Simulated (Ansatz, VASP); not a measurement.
# One calculation of Ti, two programs

INCAR

```
SYSTEM = Ti
ALGO = Fast ; EDIFF = 1E-6
EDIFFG = -0.01 ; ENCUT = 600
GGA = PS ; IBRION = 2
ISIF = 3 ; ISMEAR = 0
LASPH = .True. ; LCHARG = .False.
LREAL = .False. ; LWAVE = .False.
NELM = 80 ; NSW = 80
PREC = Accurate ; SIGMA = 0.1
```

KPOINTS

```
k-points
0
Gamma
  12 12 10
  0 0 0
```

The input POSCAR:

```
Ti
1.0
    4.6866241752      0.0000000000      0.0000000000
   -2.3433120876      4.0587355937      0.0000000000
    0.0000000000      0.0000000000      4.7467426151
Ti
4
Direct
    0.6666666667      0.3333333333      0.0000139660
    0.3333333333      0.6666666667      0.5000139660
    0.6666666667      0.3333333333      0.4999860340
    0.3333333333      0.6666666667      0.9999860340
```

Input for Ansatz:

```yaml
crystal:
  lattice:
    - [4.6866241752, 0.0, 0.0]
    - [-2.3433120876, 4.0587355937, 0.0]
    - [0.0, 0.0, 4.7467426151]
  atoms:
    - { symbol: Ti, position: [0.6666666667, 0.3333333333, 1.3966e-05] }
    - { symbol: Ti, position: [0.3333333333, 0.6666666667, 0.500013966] }
    - { symbol: Ti, position: [0.6666666667, 0.3333333333, 0.499986034] }
    - { symbol: Ti, position: [0.3333333333, 0.6666666667, 0.999986034] }
basis:
  ecutwfc: 420
kpoints:
  mp_grid: { grid: [12, 12, 10] }
hamiltonian:
  xc: pbesol
scf:
  occupations: { method: gaussian, width: 0.1 }
output:
  forces: true
  stress: true
  eigenvalues: true
relax:
  adjacent_minimum: "off"
  f_tol: 0.01
  max_steps: 60
  cell: { stress_tol: 0.1 }
```

Alike in both runs: task relaxation of cell and atoms; functional PBEsol; k mesh 12 × 12 × 10; occupations gaussian, width 0.1 eV; no spin polarisation.

|  | VASP | Ansatz |
| --- | --- | --- |
| version | VASP 6.6.1 | Ansatz 0.2.0 |
| potentials or method | VASP PAW PBE potentials, release 64 (Ti_sv), cutoff 600 eV | scalar-relativistic, plane waves, PAW |
| valence electrons in the cell | 48 | 48 |

|  | VASP | Ansatz | Ansatz less VASP |
| --- | --- | --- | --- |
| gap on the k mesh at the Fermi level, each at its own relaxed structure (eV) | none | none | - |
| relaxed volume (Å³/atom) | 22.48 | 22.54 | +0.060 |
| relaxed length of the cell vector where the two differ most in proportion (Å) | 4.673 | 4.683 | +0.0092 |

VASP's potentials were made for PBE, not for PBEsol. A gap of «none» marks a metal or a gap that the smearing closes.
